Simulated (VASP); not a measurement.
Input of a VASP 6.6.1 run:

INCAR

```
  PREC = Accurate
  ENCUT = 520
  EDIFF = 1E-6
  ISMEAR = -1
  SIGMA = 0.08
  LREAL = False
  LASPH = True
  NELM = 100
  ALGO = Normal
  ISIF = 2
  LWAVE = False
  LCHARG = False
  GGA = CA
  NBANDS = 13
```

File KPOINTS:

```
regular mesh
0
Gamma
  13 13 13
```

File POSCAR:

```
Pb
1.0
    0.0000000000      2.4698000000      2.4698000000
    2.4698000000      0.0000000000      2.4698000000
    2.4698000000      2.4698000000      0.0000000000
Pb
1
Direct
    0.0000000000      0.0000000000      0.0000000000
```

Potentials or basis: VASP PAW LDA potentials, release 64 (Pb_d).

Command:

```sh
$ cat potpaw_LDA.64/Pb_d/POTCAR > POTCAR
$ mpirun -np 1 vasp_std > vasp.out
```

(1) Estimate the pressure.

(2) Estimate the band gap on the k mesh.

Results:

(1) -1.7 GPa.

(2) zero (bands 7 and 8 overlap by 9.07 eV).

Caveat: spin-orbit coupling is left out, which moves the levels of the heavy elements.
